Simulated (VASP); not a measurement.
Here is a VASP 6.6.1 calculation.

File INCAR:

```
PREC = Accurate
ENCUT = 600
EDIFF = 1E-6
ISMEAR = 0
SIGMA = 0.1
LREAL = F
LASPH = T
NELM = 60
ALGO = Normal
ISIF = 3
LWAVE = F
LCHARG = F
GGA = PS
IBRION = 2
NSW = 90
EDIFFG = -0.04
```

File KPOINTS:

```
Automatic mesh
0
Gamma
  6 6 6
```

File POSCAR:

```
V
1.0
    1.6526984278      0.9541858822      3.0647310873
   -1.6526984278      0.9541858822      3.0647310873
    0.0000000000     -1.9083717644      3.0647310873
V
2
Direct
    0.2275400000      0.2275400000      0.2275400000
    0.7724600000      0.7724600000      0.7724600000
```

Potentials or basis: VASP PAW PBE potentials, release 64 (V_sv).

Run with:

```sh
$ cat potpaw_PBE.64/V_sv/POTCAR > POTCAR
$ mpirun -np 1 vasp_std > vasp.out
```

(1) Predict the relaxed cell.

(2) What does it give for the band gap on the k mesh?

Results:

(1) a = 4.194 Å, b = 4.194 Å, c = 4.194 Å, α = 39.19°, β = 39.19°, γ = 39.19°.

(2) zero (bands 13 and 14 overlap by 1.10 eV).

Caveat: the k points lie up to 0.44 Å⁻¹ apart in the final cell, too coarse for converged energies and pressures of a metal; a cell axis changed by over 15 % at a fixed basis, so the end point is rough.
